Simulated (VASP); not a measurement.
# ZnS (P2_1) in VASP: notebook, part 2 of 2

VASP 6.6.1. Earlier steps stand in the parts before.

## 4. Single point, PBE (atoms displaced along a vibrational mode)

File INCAR:

```
SYSTEM = ZnS
PREC = Accurate ; ENCUT = 520
EDIFF = 1E-7 ; ISMEAR = 0
SIGMA = 0.05 ; LREAL = .FALSE.
LASPH = .TRUE. ; NELM = 60
ALGO = Normal ; ISIF = 2
LWAVE = .FALSE. ; LCHARG = .FALSE.
GGA = PE ; NBANDS = 26
```

File KPOINTS:

```
regular mesh
0
G
  9 9 4
  0 0 0
```

File POSCAR:

```
ZnS
1.0
    3.8455587354      0.0000000000      0.0000000000
   -1.9227793677      3.3303515566      0.0000000000
    0.0000000000      0.0000000000      6.3037246812
Zn S
2 2
Direct
    0.2529391243      0.6078140210      0.0052003729
    0.7470608757      0.3921859790      0.5052003729
    0.3982998698      0.7142254721      0.3797996271
    0.6017001302      0.2857745279      0.8797996271
```

Potentials or basis: VASP PAW PBE potentials, release 64 (Zn, S).

Command:

```
$ cat potpaw_PBE.64/Zn/POTCAR potpaw_PBE.64/S/POTCAR > POTCAR
$ mpirun -np 1 vasp_std > vasp.out
```

OUTCAR:

```text
SYSTEM = ZnS
   PREC = Accurate
   ENCUT = 520
   EDIFF = 1E-7
   ISMEAR = 0
   LREAL = .FALSE.
   LASPH = .TRUE.
   NELM = 60
   ISIF = 2
   GGA = PE

 ion  position               nearest neighbor table
   1  0.253  0.608  0.005-   4 2.31   4 2.37   4 2.39   3 2.41
   2  0.747  0.392  0.505-   3 2.31   3 2.37   3 2.39   4 2.41
   3  0.398  0.714  0.380-   2 2.31   2 2.37   2 2.39   1 2.41
   4  0.602  0.286  0.880-   1 2.31   1 2.37   1 2.39   2 2.41

  LATTYP: Found a hexagonal cell.
 ALAT       =     3.8455587354
 C/A-ratio  =     1.6392220520
[... 896 lines left out ...]
  Direction    XX          YY          ZZ          XY          YZ          ZX
  --------------------------------------------------------------------------------------
  -------------------------------------------------------------------------------------
  Total       -0.2030899      0.1443262     -0.5001021     -0.2999024      0.0000000      0.0000000
  in kB       -4.0304368      2.8642376     -9.9248160     -5.9517370      0.0000000      0.0000000
  external PRESSURE =      -3.6970050 kB  Pullay stress =       0.0000000 kB

 VOLUME and BASIS-vectors are now :
 -----------------------------------------------------------------------------
  energy-cutoff  :      520.00
  volume of cell :       80.73
      direct lattice vectors                 reciprocal lattice vectors
     3.845558735  0.000000000  0.000000000     0.260040236  0.150134300  0.000000000
    -1.922779368  3.330351557  0.000000000     0.000000000  0.300268600  0.000000000
     0.000000000  0.000000000  6.303724681     0.000000000  0.000000000  0.158636370

 POSITION                                       TOTAL-FORCE (eV/Angst)
 -----------------------------------------------------------------------------------
     -0.19600      2.02423      0.03278         0.307406      0.252488      0.137973
      2.11878      1.30612      3.18464        -0.307406     -0.252488      0.137973
      0.15839      2.37862      2.39415        -0.066114     -0.104776     -0.137973
      1.76439      0.95173      5.54601         0.066114      0.104776     -0.137973
 -----------------------------------------------------------------------------------
    total drift:                               -0.000000     -0.000000     -0.000501

  FREE ENERGIE OF THE ION-ELECTRON SYSTEM (eV)
  ---------------------------------------------------
  free  energy   TOTEN  =       -13.5641949904 eV

  energy  without entropy=      -13.5641949904  energy(sigma->0) =      -13.56419499
```

It took 2.4 min on 1 thread of Intel Xeon 6975P-C (Granite Rapids), shared host; peak memory 0.34 GiB.

Results:

```
Free energy            : -13.5642 eV
Pressure               : -0.4 GPa
Largest force          : 0.421 eV/Å
Band gap on the k mesh : 1.90 eV
```

Forces on the atoms (eV/Å):
```
Zn   0.307  0.252  0.138
Zn  -0.307 -0.252  0.138
S   -0.066 -0.105 -0.138
S    0.066  0.105 -0.138
```

Levels at points of the mesh, in eV from the valence-band top:
```tsv
k point	band 16	band 17	band 18	band 19	band 20	band 21
(0.00, 0.00, 0.00)	-0.29	-0.09	0.00	1.90	3.03	5.83
(0.00, 0.00, 0.50)	-0.60	-0.44	-0.44	3.34	3.34	6.30
```

Caveat: the cell differs from its parent crystal (atoms displaced along a vibrational mode).

## 5. Single point, PBE (atoms displaced along a vibrational mode)

File INCAR:

```
  PREC = Accurate
  ENCUT = 520
  EDIFF = 1E-6
  ISMEAR = 0
  SIGMA = 0.05
  LREAL = False
  LASPH = True
  NELM = 60
  ALGO = Normal
  ISIF = 2
  LWAVE = False
  LCHARG = False
  GGA = PE
  NBANDS = 26
```

File KPOINTS:

```
Automatic mesh
0
Gamma
  9 9 4
```

File POSCAR:

```
ZnS
1.0
    3.8455587354      0.0000000000      0.0000000000
   -1.9227793677      3.3303515566      0.0000000000
    0.0000000000      0.0000000000      6.3037246812
Zn S
2 2
Direct
    0.3457790288      0.7255193123      0.0052003729
    0.6542209712      0.2744806877      0.5052003729
    0.3232759706      0.6191078612      0.3797996271
    0.6767240294      0.3808921388      0.8797996271
```

Potentials or basis: VASP PAW PBE potentials, release 64 (Zn, S).

Command:

```
$ cat potpaw_PBE.64/Zn/POTCAR potpaw_PBE.64/S/POTCAR > POTCAR
$ mpirun -np 1 vasp_std > vasp.out
```

OUTCAR:

```text
PREC = Accurate
   ENCUT = 520
   EDIFF = 1E-6
   ISMEAR = 0
   LREAL = False
   LASPH = True
   NELM = 60
   ISIF = 2
   GGA = PE

 ion  position               nearest neighbor table
   1  0.346  0.726  0.005-   4 2.32   4 2.36   4 2.38   3 2.39
   2  0.654  0.274  0.505-   3 2.32   3 2.36   3 2.38   4 2.39
   3  0.323  0.619  0.380-   2 2.32   2 2.36   2 2.38   1 2.39
   4  0.677  0.381  0.880-   1 2.32   1 2.36   1 2.38   2 2.39

  LATTYP: Found a hexagonal cell.
 ALAT       =     3.8455587354
 C/A-ratio  =     1.6392220520

  Lattice vectors:

 A1 = (   3.8455587354,   0.0000000000,   0.0000000000)
 A2 = (  -1.9227793677,   3.3303515566,   0.0000000000)
 A3 = (   0.0000000000,   0.0000000000,   6.3037246812)

Analysis of symmetry for initial positions (statically):
=====================================================================
 Subroutine PRICEL returns:
 Original cell was already a primitive cell.

 Routine SETGRP: Setting up the symmetry group for a
 hexagonal supercell.

 Subroutine GETGRP returns: Found  2 space group operations
[... 170 lines left out ...]
  energy without entropy =      -13.62406098  energy(sigma->0) =      -13.62406098

 E-fermi :   2.1722     XC(G=0):  -9.5305

 val. band max:        1.9750549233   @ k =   0.0000   0.0000   0.0000
 cond. band min:       3.9393554426   @ k =   0.0000   0.0000   0.0000
 fundamental gap:      1.9643005193
 Fermi energy:         2.1721806679

 k-point     1 :       0.0000    0.0000    0.0000
  band No.  band energies     occupation
      1     -11.0748      2.00000
      2     -10.1775      2.00000
      3      -4.3761      2.00000
      4      -4.3558      2.00000
      5      -4.2843      2.00000
      6      -4.2672      2.00000
[... 685 lines left out ...]
     25      11.1989      0.00000
     26      11.3176      0.00000

 [... further k-points ...]

------------------------ aborting loop because EDIFF is reached ----------------------------------------

  FORCE on cell =-STRESS in cart. coord.  units (eV):
  Direction    XX          YY          ZZ          XY          YZ          ZX
  --------------------------------------------------------------------------------------
  -------------------------------------------------------------------------------------
  Total        0.2488633     -0.2180573     -0.2892992     -0.0186725      0.0000000      0.0000000
  in kB        4.9388375     -4.3274745     -5.7413112     -0.3705673      0.0000000      0.0000000
  external PRESSURE =      -1.7099827 kB  Pullay stress =       0.0000000 kB

 VOLUME and BASIS-vectors are now :
 -----------------------------------------------------------------------------
  energy-cutoff  :      520.00
  volume of cell :       80.73
      direct lattice vectors                 reciprocal lattice vectors
     3.845558735  0.000000000  0.000000000     0.260040236  0.150134300  0.000000000
    -1.922779368  3.330351557  0.000000000     0.000000000  0.300268600  0.000000000
     0.000000000  0.000000000  6.303724681     0.000000000  0.000000000  0.158636370

 POSITION                                       TOTAL-FORCE (eV/Angst)
 -----------------------------------------------------------------------------------
     -0.06530      2.41623      0.03278         0.063321     -0.267937      0.085868
      1.98808      0.91412      3.18464        -0.063321      0.267937      0.085868
      0.05277      2.06185      2.39415        -0.045320      0.083294     -0.085868
      1.87001      1.26850      5.54601         0.045320     -0.083294     -0.085868
 -----------------------------------------------------------------------------------
    total drift:                               -0.000000     -0.000000     -0.000313

  FREE ENERGIE OF THE ION-ELECTRON SYSTEM (eV)
  ---------------------------------------------------
  free  energy   TOTEN  =       -13.6240609772 eV

  energy  without entropy=      -13.6240609772  energy(sigma->0) =      -13.62406098
```

OSZICAR:

```text
N       E                     dE             d eps       ncg     rms          rms(c)
DAV:   1     0.243202961096E+03    0.24320E+03   -0.17035E+04  6396   0.165E+03
DAV:   2     0.100699865425E+02   -0.23313E+03   -0.22311E+03  6628   0.348E+02
DAV:   3    -0.139197925977E+02   -0.23990E+02   -0.23757E+02  7832   0.111E+02
DAV:   4    -0.144824018100E+02   -0.56261E+00   -0.56146E+00  7418   0.172E+01
DAV:   5    -0.144911787268E+02   -0.87769E-02   -0.87746E-02  7712   0.210E+00    0.931E+00
DAV:   6    -0.136335858066E+02    0.85759E+00   -0.16550E+00  9598   0.366E+01    0.721E+00
DAV:   7    -0.136287544456E+02    0.48314E-02   -0.11647E+00  6834   0.634E+00    0.337E+00
DAV:   8    -0.136230984041E+02    0.56560E-02   -0.35821E-02  7966   0.191E+00    0.908E-01
DAV:   9    -0.136236809643E+02   -0.58256E-03   -0.80288E-03  8764   0.136E+00    0.217E-01
DAV:  10    -0.136238478128E+02   -0.16685E-03   -0.67194E-04  7322   0.328E-01    0.880E-02
DAV:  11    -0.136240589147E+02   -0.21110E-03   -0.34768E-04  6600   0.122E-01    0.527E-02
DAV:  12    -0.136240580030E+02    0.91170E-06   -0.12283E-05  7924   0.286E-02    0.135E-02
DAV:  13    -0.136240604819E+02   -0.24789E-05   -0.22701E-06  5764   0.973E-03    0.480E-03
DAV:  14    -0.136240609772E+02   -0.49529E-06   -0.81175E-07  5424   0.104E-02
   1 F= -.13624061E+02 E0= -.13624061E+02  d E =-.154677E-10
```

stdout:

```text
POSCAR found type information on POSCAR ZnS
 POSCAR found :  2 types and       4 ions
 scaLAPACK will be used
 LDA part: xc-table for (Slater+PW92), standard interpolation
 POSCAR, INCAR and KPOINTS ok, starting setup
 FFT: planning ... GRIDC
 FFT: planning ... GRID_SOFT
 FFT: planning ... GRID
 WAVECAR not read
 entering main loop
```

It took 1.7 min on 1 thread of Intel Xeon 6975P-C (Granite Rapids), shared host; peak memory 0.34 GiB.

Results:

- Free energy: -13.6241 eV
- Pressure: -0.2 GPa
- Largest force: 0.288 eV/Å
- Band gap on the k mesh: 1.96 eV

Forces on the atoms (eV/Å):
```
Zn   0.063 -0.268  0.086
Zn  -0.063  0.268  0.086
S   -0.045  0.083 -0.086
S    0.045 -0.083 -0.086
```

Stress tensor (GPa, compression positive):
```
 0.49 -0.04  0.00
-0.04 -0.43  0.00
 0.00  0.00 -0.57
```

Levels at points of the mesh, in eV from the valence-band top:
| k point | band 16 | band 17 | band 18 | band 19 | band 20 | band 21 |
| --- | --- | --- | --- | --- | --- | --- |
| (0.00, 0.00, 0.00) | -0.19 | -0.10 | 0.00 | 1.96 | 3.02 | 5.94 |
| (0.00, 0.00, 0.50) | -0.56 | -0.45 | -0.45 | 3.38 | 3.38 | 6.41 |

Caveat: the cell differs from its parent crystal (atoms displaced along a vibrational mode).

## 6. Single point, PBE (atoms displaced along a vibrational mode)

File INCAR:

```
SYSTEM = ZnS
  PREC = Accurate
  ENCUT = 520
  EDIFF = 1E-6
  ISMEAR = 0
  SIGMA = 0.05
  LREAL = .FALSE.
  LASPH = .TRUE.
  NELM = 60
  ALGO = Normal
  ISIF = 2
  LWAVE = .FALSE.
  LCHARG = .FALSE.
  GGA = PE
  NBANDS = 26
```

File KPOINTS:

```
Automatic mesh
0
G
  9 9 4
  0 0 0
```

File POSCAR:

```
ZnS
1.0
    3.8455587354      0.0000000000      0.0000000000
   -1.9227793677      3.3303515566      0.0000000000
    0.0000000000      0.0000000000      6.3037246812
Zn S
2 2
Direct
    0.3117917700      0.7255193123      0.0052003729
    0.6882082300      0.2744806877      0.5052003729
    0.3507410643      0.6191078612      0.3797996271
    0.6492589357      0.3808921388      0.8797996271
```

Potentials or basis: VASP PAW PBE potentials, release 64 (Zn, S).

Command:

```
$ cat potpaw_PBE.64/Zn/POTCAR potpaw_PBE.64/S/POTCAR > POTCAR
$ mpirun -np 1 vasp_std > vasp.out
```

Wall time 100 s (1 thread of Intel Xeon 6975P-C (Granite Rapids), shared host); peak memory 0.34 GiB.

The run converged. Its results:

```yaml
Free_energy: -13.5702 eV
Pressure: -0.4 GPa
Largest_force: 0.355 eV/Å
Band_gap_on_the_k_mesh: 1.97 eV
```

Forces on the atoms (eV/Å):
```
Zn   0.201 -0.254  0.145
Zn  -0.201  0.254  0.145
S   -0.145  0.106 -0.145
S    0.145 -0.106 -0.145
```

Stress tensor (GPa, compression positive):
```
 0.29 -0.09  0.00
-0.09 -0.41  0.00
 0.00  0.00 -1.05
```

Levels at points of the mesh, in eV from the valence-band top:
| k point | band 14 | band 15 | band 16 | band 17 | band 18 | band 19 | band 20 | band 21 | band 22 | band 23 |
| --- | --- | --- | --- | --- | --- | --- | --- | --- | --- | --- |
| (0.00, 0.00, 0.00) | -0.87 | -0.74 | -0.16 | -0.02 | 0.00 | 1.97 | 3.11 | 5.92 | 6.45 | 6.85 |
| (0.00, 0.00, 0.50) | -2.79 | -0.51 | -0.51 | -0.40 | -0.40 | 3.40 | 3.40 | 6.42 | 6.42 | 6.77 |

Caveat: the cell differs from its parent crystal (atoms displaced along a vibrational mode).

## 7. Single point, PBE (atoms displaced along a vibrational mode)

File INCAR:

```
SYSTEM = ZnS
ALGO = Normal ; EDIFF = 1E-6
ENCUT = 520 ; GGA = PE
ISIF = 2 ; ISMEAR = 0
LASPH = .TRUE. ; LCHARG = .TRUE.
LELF = .TRUE. ; LREAL = .FALSE.
LVHAR = .TRUE. ; LWAVE = .FALSE.
NBANDS = 26 ; NELM = 60
PREC = Accurate ; SIGMA = 0.05
```

File KPOINTS:

```
k-points
0
G
  9 9 4
  0 0 0
```

File POSCAR:

```
ZnS
1.0
    3.8455587354      0.0000000000      0.0000000000
   -1.9227793677      3.3303515566      0.0000000000
    0.0000000000      0.0000000000      6.3037246812
Zn S
2 2
Direct
    0.2993460745      0.6666666667      0.0052003729
    0.7006539255      0.3333333333      0.5052003729
    0.3607984271      0.6666666667      0.3797996271
    0.6392015729      0.3333333333      0.8797996271
```

Potentials or basis: VASP PAW PBE potentials, release 64 (Zn, S).

Command:

```
$ cat potpaw_PBE.64/Zn/POTCAR potpaw_PBE.64/S/POTCAR > POTCAR
$ mpirun -np 1 vasp_std > vasp.out
```

OUTCAR:

```text
SYSTEM = ZnS
   EDIFF = 1E-6
   ENCUT = 520
   GGA = PE
   ISIF = 2
   ISMEAR = 0
   LASPH = .TRUE.
   LREAL = .FALSE.
   NELM = 60
   PREC = Accurate

 ion  position               nearest neighbor table
   1  0.299  0.667  0.005-   4 2.34   4 2.36   3 2.37   4 2.38
   2  0.701  0.333  0.505-   3 2.34   3 2.36   4 2.37   3 2.38
   3  0.361  0.667  0.380-   2 2.34   2 2.36   1 2.37   2 2.38
   4  0.639  0.333  0.880-   1 2.34   1 2.36   2 2.37   1 2.38

  LATTYP: Found a hexagonal cell.
 ALAT       =     3.8455587354
 C/A-ratio  =     1.6392220520

  Lattice vectors:

 A1 = (   3.8455587354,   0.0000000000,   0.0000000000)
 A2 = (  -1.9227793677,   3.3303515566,   0.0000000000)
 A3 = (   0.0000000000,   0.0000000000,   6.3037246812)

Analysis of symmetry for initial positions (statically):
=====================================================================
 Subroutine PRICEL returns:
 Original cell was already a primitive cell.

 Routine SETGRP: Setting up the symmetry group for a
 hexagonal supercell.
[... 170 lines left out ...]
  free energy    TOTEN  =       -13.66685169 eV

  energy without entropy =      -13.66685169  energy(sigma->0) =      -13.66685169

 E-fermi :   2.1543     XC(G=0):  -9.5224

 val. band max:        1.9502228411   @ k =   0.0000   0.0000   0.0000
 cond. band min:       3.9744921849   @ k =   0.0000   0.0000   0.0000
 fundamental gap:      2.0242693438
 Fermi energy:         2.1543493287

 k-point     1 :       0.0000    0.0000    0.0000
  band No.  band energies     occupation
      1     -11.0861      2.00000
      2     -10.1929      2.00000
      3      -4.3592      2.00000
      4      -4.3469      2.00000
      5      -4.2996      2.00000
      6      -4.2577      2.00000
[... 685 lines left out ...]
     25      10.7760      0.00000
     26      11.5146      0.00000

 [... further k-points ...]

------------------------ aborting loop because EDIFF is reached ----------------------------------------

  FORCE on cell =-STRESS in cart. coord.  units (eV):
  Direction    XX          YY          ZZ          XY          YZ          ZX
  --------------------------------------------------------------------------------------
  -------------------------------------------------------------------------------------
  Total        0.0215175      0.0741617     -0.0817430     -0.1225221      0.0000000      0.0000000
  in kB        0.4270282      1.4717823     -1.6222380     -2.4315216      0.0000000      0.0000000
  external PRESSURE =       0.0921908 kB  Pullay stress =       0.0000000 kB

 VOLUME and BASIS-vectors are now :
 -----------------------------------------------------------------------------
  energy-cutoff  :      520.00
  volume of cell :       80.73
      direct lattice vectors                 reciprocal lattice vectors
     3.845558735  0.000000000  0.000000000     0.260040236  0.150134300  0.000000000
    -1.922779368  3.330351557  0.000000000     0.000000000  0.300268600  0.000000000
     0.000000000  0.000000000  6.303724681     0.000000000  0.000000000  0.158636370

 POSITION                                       TOTAL-FORCE (eV/Angst)
 -----------------------------------------------------------------------------------
     -0.13070      2.22023      0.03278         0.157814      0.012112      0.038013
      2.05348      1.11012      3.18464        -0.157814     -0.012112      0.038013
      0.10562      2.22023      2.39415        -0.062792      0.007808     -0.038013
      1.81716      1.11012      5.54601         0.062792     -0.007808     -0.038013
 -----------------------------------------------------------------------------------
    total drift:                                0.000000     -0.000000     -0.000274

  FREE ENERGIE OF THE ION-ELECTRON SYSTEM (eV)
  ---------------------------------------------------
  free  energy   TOTEN  =       -13.6668516917 eV

  energy  without entropy=      -13.6668516916  energy(sigma->0) =      -13.66685169
```

OSZICAR:

```text
N       E                     dE             d eps       ncg     rms          rms(c)
DAV:   1     0.244434235313E+03    0.24443E+03   -0.17018E+04  6396   0.166E+03
DAV:   2     0.102486501105E+02   -0.23419E+03   -0.22395E+03  6594   0.349E+02
DAV:   3    -0.139314875179E+02   -0.24180E+02   -0.23946E+02  7652   0.111E+02
DAV:   4    -0.145168750136E+02   -0.58539E+00   -0.58407E+00  7402   0.174E+01
DAV:   5    -0.145260920489E+02   -0.92170E-02   -0.92144E-02  7810   0.216E+00    0.934E+00
DAV:   6    -0.136760033291E+02    0.85009E+00   -0.16395E+00  9626   0.365E+01    0.722E+00
DAV:   7    -0.136714853789E+02    0.45180E-02   -0.11665E+00  6848   0.633E+00    0.337E+00
DAV:   8    -0.136658615782E+02    0.56238E-02   -0.35281E-02  7936   0.190E+00    0.912E-01
DAV:   9    -0.136664668272E+02   -0.60525E-03   -0.80951E-03  8734   0.135E+00    0.218E-01
DAV:  10    -0.136666320376E+02   -0.16521E-03   -0.65429E-04  7340   0.324E-01    0.894E-02
DAV:  11    -0.136668496114E+02   -0.21757E-03   -0.35681E-04  6596   0.121E-01    0.545E-02
DAV:  12    -0.136668485872E+02    0.10243E-05   -0.11794E-05  7790   0.281E-02    0.121E-02
DAV:  13    -0.136668514785E+02   -0.28914E-05   -0.33813E-06  6082   0.120E-02    0.222E-03
DAV:  14    -0.136668516917E+02   -0.21310E-06   -0.51558E-07  5506   0.115E-02
   1 F= -.13666852E+02 E0= -.13666852E+02  d E =-.502855E-11
```

stdout:

```text
POSCAR found type information on POSCAR ZnS
 POSCAR found :  2 types and       4 ions
 scaLAPACK will be used
 LDA part: xc-table for (Slater+PW92), standard interpolation
 POSCAR, INCAR and KPOINTS ok, starting setup
 FFT: planning ... GRIDC
 FFT: planning ... GRID_SOFT
 FFT: planning ... GRID
 WAVECAR not read
 entering main loop
```

Wall time 4 min (1 thread of Intel Xeon Platinum 8488C (Sapphire Rapids), shared host); peak memory 0.34 GiB.

What came out:

```yaml
Free_energy: -13.6669 eV
Pressure: 0.0 GPa
Largest_force: 0.163 eV/Å
Band_gap_on_the_k_mesh: 2.02 eV
```

Forces on the atoms (eV/Å):
```
Zn   0.158  0.012  0.038
Zn  -0.158 -0.012  0.038
S   -0.063  0.008 -0.038
S    0.063 -0.008 -0.038
```

Stress tensor (GPa, compression positive):
```
 0.04 -0.24  0.00
-0.24  0.15  0.00
 0.00  0.00 -0.16
```

Levels at points of the mesh, in eV from the valence-band top:
```tsv
k point	band 16	band 17	band 18	band 19	band 20	band 21
(0.00, 0.00, 0.00)	-0.10	-0.09	0.00	2.02	3.03	6.08
(0.00, 0.00, 0.50)	-0.51	-0.45	-0.45	3.43	3.43	6.54
```

Caveat: the cell differs from its parent crystal (atoms displaced along a vibrational mode).

## 8. Summary

| cell | gap on the mesh (eV) | pressure (GPa) | largest force (eV/Å) |
| --- | --- | --- | --- |
| as given, atomic positions A | 1.99 | -0.1 | 0.26 |
| as given, atomic positions B | 2.02 | 0.0 | 0.18 |
| as given, atomic positions C | 1.90 | -0.4 | 0.42 |
| as given, atomic positions D | 1.96 | -0.2 | 0.29 |
| as given, atomic positions E | 1.97 | -0.4 | 0.35 |
| as given, atomic positions F | 2.02 | 0.0 | 0.16 |

Alike in all rows: task single point; level PBE; potentials or basis VASP PAW PBE potentials, release 64 (Zn, S); no spin polarisation; k mesh 9 × 9 × 4; cutoff (eV) 520; smearing gaussian 0.05 eV.

Absolute energies hang on the potentials; compare differences alone.
